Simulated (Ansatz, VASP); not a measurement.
**KCl: VASP beside Ansatz**

```
K Cl
1.0
    -0.01561    3.11347    3.11347
     3.11347   -0.01561    3.11347
     3.11347    3.11347   -0.01561
K Cl
1 1
Direct
  0.00000 0.00000 0.00000
  0.50000 0.50000 0.50000
```

Change from the starting cell: equal xy, yz and zx engineering shears of -0.5 %.

Alike in both runs: functional PBEsol; k mesh 8 × 8 × 8; no spin polarisation.

Ansatz relaxed the structure, and its values are those at the end. VASP's run is a single point on that final structure, the one shown.

|  | VASP | Ansatz |
| --- | --- | --- |
| version | VASP 6.6.1 | Ansatz 0.2.0 |
| potentials or method | VASP PAW PBE potentials, release 64 (K_sv, Cl), cutoff 520 eV | all-electron LAPW, scalar-relativistic |
| occupations | gaussian, width 0.01 eV | fixed |

```csv
,VASP,Ansatz,Ansatz less VASP
gap on the k mesh at the Fermi level (eV),5.09,5.09,+0.004
pressure (GPa),0.1,0.0,-0.04
```

VASP's potentials were made for PBE, not for PBEsol. Ansatz ran all-electron here, and VASP with PAW potentials.
